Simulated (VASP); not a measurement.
Set up this calculation in VASP 6.6.1, as the native input.

```yaml
Task: single point
Functional: PBE
Potentials_or_basis: VASP PAW PBE potentials, release 64 (Mg, O)
Cutoff: 520 eV
k_mesh: 9 × 9 × 9
Occupations: fermi-dirac, width 0.02 eV
Spin: no spin polarisation
Dipole_correction: no
Further_INCAR_settings: ALGO = Normal; EDIFF = 1e-07; NBANDS = 11
```

The structure of MgO lies in POSCAR:

```
MgO
1.0
    0.0000000000      2.1712500000      2.1712500000
    2.1712500000      0.0000000000      2.1712500000
    2.1712500000      2.1712500000      0.0000000000
Mg O
1 1
Direct
    0.0000000000      0.0000000000      0.0000000000
    0.5000000000      0.5000000000      0.5000000000
```

These files were run (other wordings do the same):

INCAR

```
PREC     = Accurate       # precision mode
ENCUT    = 520            # plane-wave cutoff, eV
EDIFF    = 1E-7           # SCF threshold, eV
ISMEAR   = -1             # smearing method
SIGMA    = 0.02           # smearing width, eV
LREAL    = False          # projectors in reciprocal space
LASPH    = True           # aspherical terms in the spheres
NELM     = 100            # most SCF steps
ALGO     = Normal         # electronic algorithm
ISIF     = 2              # what is computed and relaxed
LWAVE    = False          # write WAVECAR
LCHARG   = False          # write CHGCAR
GGA      = PE             # functional
NBANDS   = 11             # bands
```

KPOINTS

```
regular mesh
0
Gamma
  9 9 9
```

Potentials or basis: VASP PAW PBE potentials, release 64 (Mg, O).

The run is started by

```sh
$ cat potpaw_PBE.64/Mg/POTCAR potpaw_PBE.64/O/POTCAR > POTCAR
$ mpirun -np 1 vasp_std > vasp.out
```

It gave:

```json
{"Pressure": "-8.9 GPa", "Band gap on the k mesh": "3.89 eV, direct"}
```

Wall time 5.8 s on 1 thread of Intel(R) Xeon(R) Platinum 8488C (Sapphire Rapids), with other jobs on the host, peak memory 0.13 GiB.
